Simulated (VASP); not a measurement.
Write the native input for VASP 6.6.1 that does the following.

- Task: single point
- Functional: PBE0
- Potentials or basis: VASP PAW PBE potentials, release 64 (Ga_d, P)
- Cutoff: 520 eV
- k mesh: 6 × 6 × 6
- Occupations: gaussian, width 0.01 eV
- Spin: no spin polarisation
- Dipole correction: no
- Grid for exact exchange (PRECFOCK): Normal
- Further INCAR settings: ALGO = Normal; EDIFF = 1e-06; NBANDS = 16
- Share of exact exchange: 0.25

Crystal: GaP.

```
Ga P
1.0
     0.00000    2.72541    2.72541
     2.72541    0.00000    2.72541
     2.72541    2.72541    0.00000
Ga P
1 1
Cartesian
  0.0000 0.0000 0.0000
  1.3627 1.3627 1.3627
```

These files were run (other wordings do the same):

POSCAR

```
GaP
1.0
    0.0000000000      2.7254101929      2.7254101929
    2.7254101929      0.0000000000      2.7254101929
    2.7254101929      2.7254101929      0.0000000000
Ga P
1 1
Direct
    0.0000000000      0.0000000000      0.0000000000
    0.2500000000      0.2500000000      0.2500000000
```

INCAR.step1

```
SYSTEM = GaP
PREC = Accurate ; ENCUT = 520
EDIFF = 1E-5 ; ISMEAR = 0
SIGMA = 0.01 ; LREAL = .FALSE.
LASPH = .TRUE. ; NELM = 60
ALGO = Normal ; ISIF = 2
LWAVE = .TRUE. ; LCHARG = .FALSE.
NBANDS = 16 ; GGA = PE
```

INCAR.step2

```
SYSTEM = GaP
PREC = Accurate ; ENCUT = 520
EDIFF = 1E-6 ; ISMEAR = 0
SIGMA = 0.01 ; LREAL = .FALSE.
LASPH = .TRUE. ; NELM = 60
ALGO = Normal ; ISIF = 2
LWAVE = .FALSE. ; LCHARG = .FALSE.
GGA = PE ; LHFCALC = .TRUE.
AEXX = 0.25 ; PRECFOCK = Normal
NBANDS = 16 ; ISTART = 1
```

KPOINTS

```
Automatic mesh
0
G
  6 6 6
  0 0 0
```

Potentials or basis: VASP PAW PBE potentials, release 64 (Ga_d, P).

The run is started by

```bash
$ cat potpaw_PBE.64/Ga_d/POTCAR potpaw_PBE.64/P/POTCAR > POTCAR
$ cp INCAR.step1 INCAR
$ mpirun -np 1 vasp_std > vasp.out
$ cp INCAR.step2 INCAR
$ mpirun -np 1 vasp_std > vasp.out
```

It gave:

```json
{
 "Pressure": "0.3 GPa",
 "Band gap on the k mesh": "2.98 eV (least direct gap 3.47 eV)"
}
```

Caveat: the PAW data sets were made with another functional, which shifts forces and pressure a little.

Wall time 48 min on 1 thread of Intel(R) Xeon(R) Platinum 8259CL CPU @ 2.50GHz (Skylake/Cascade Lake), on a shared host, peak memory 0.19 GiB.
